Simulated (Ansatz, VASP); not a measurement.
## CO2 in VASP and in Ansatz

```
C O
1.0
    -1.95398    1.95398    2.96848
     1.95398   -1.95398    2.96848
     1.95398    1.95398   -2.96848
C O
2 4
Direct
  0.00000 0.00000 0.00000
  0.75000 0.25000 0.50000
  0.37500 0.29247 0.41747
  0.70753 0.12500 0.08253
  0.87500 0.95753 0.58253
  0.04247 0.62500 0.91747
```

Alike in both runs: functional r2SCAN; k mesh 8 × 8 × 8; occupations gaussian, width 0.1 eV; no spin polarisation.

Ansatz relaxed the structure, and its values are those at the end. VASP's run is a single point on that final structure, the one shown.

|  | VASP | Ansatz |
| --- | --- | --- |
| version | VASP 6.6.1 | Ansatz 0.2.0 |
| potentials or method | VASP PAW PBE potentials, release 64 (C, O), cutoff 520 eV | scalar-relativistic, plane waves, PAW |
| valence electrons in the cell | 32 | 32 |

Ansatz gave:

```
gap on the k mesh at the Fermi level (eV) : 8.60
least direct gap on the mesh (eV)         : 8.97
pressure (GPa)                            : 0.0
rms of the force components (eV/Å)        : 0.000
```

**Question.** Which values does VASP return?

**Answer.** gap on the k mesh at the Fermi level (eV): 8.48; least direct gap on the mesh (eV): 8.88; pressure (GPa): 2.3; rms of the force components (eV/Å): 0.061.

VASP's potentials were made for PBE, not for r2SCAN. With one functional, cell and mesh, what is left measures potentials, basis and numerics.
